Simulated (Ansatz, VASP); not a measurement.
**TiB2: VASP beside Ansatz**

File INCAR:

```
SYSTEM = TiB2
ALGO = Normal
EDIFF = 1E-7
EDIFFG = -0.001
ENCUT = 600
IBRION = 2
ISIF = 3
ISMEAR = -1
LASPH = .True.
LCHARG = .False.
LREAL = .False.
LWAVE = .False.
NELM = 60
NSW = 80
PREC = Accurate
SIGMA = 0.15
```

File KPOINTS:

```
k-points
0
Gamma
  15 15 12
  0 0 0
```

File POSCAR:

```
TiB2
1.0
    2.9938019872      0.0000000029      0.0000000000
   -1.4969009961      2.5927085733      0.0000000000
    0.0000000000      0.0000000000      3.1591707103
Ti B
1 2
Direct
    0.0000000000      0.0000000000      0.0000000000
    0.3333333333      0.6666666667      0.5000000000
    0.6666666667      0.3333333333      0.5000000000
```

Input for Ansatz:

```yaml
crystal:
  lattice:
    - [2.9938019908, 2.9e-09, 0.0]
    - [-1.4969009979, 2.5927085765, 0.0]
    - [0.0, 0.0, 3.1591707131]
  atoms:
    - { symbol: Ti, position: [0.0, 0.0, 0.0] }
    - { symbol: B, position: [0.3333333333, 0.6666666667, 0.5] }
    - { symbol: B, position: [0.6666666667, 0.3333333333, 0.5] }
basis:
  ecutwfc: 600.0
kpoints:
  mp_grid: { grid: [15, 15, 12] }
hamiltonian:
  xc: lda
  pseudopotentials: { kind: paw, azcp: { folder: soft_1 } }
scf:
  occupations: { method: fermi_dirac, width: 0.15 }
output:
  forces: true
  stress: true
  eigenvalues: true
relax:
  adjacent_minimum: "off"
  f_tol: 0.001
  max_steps: 60
  cell: { stress_tol: 0.01 }
```

Alike in both runs: task relaxation of cell and atoms; functional LDA; k mesh 15 × 15 × 12; occupations fermi-dirac, width 0.15 eV; no spin polarisation.

```csv
,VASP,Ansatz
version,VASP 6.6.1,Ansatz 0.2.0
potentials or method,"VASP PAW LDA potentials, release 64 (Ti_sv, B), cutoff 600 eV","scalar-relativistic, plane waves, PAW"
valence electrons in the cell,18,18
```

```csv
,VASP,Ansatz,Ansatz less VASP
"gap on the k mesh at the Fermi level, each at its own relaxed structure (eV)",none,none,-
relaxed volume (Å³/atom),8.19,8.18,-0.018
relaxed cell length with the largest relative difference (Å),3.162,3.159,-0.0028
```

Ansatz warns that its potentials were made for another functional, while VASP's fit it. LDA's correlation is that of Perdew and Zunger in VASP and of Perdew and Wang (1992) in Ansatz. A gap of «none» marks a metal or a gap that the smearing closes.
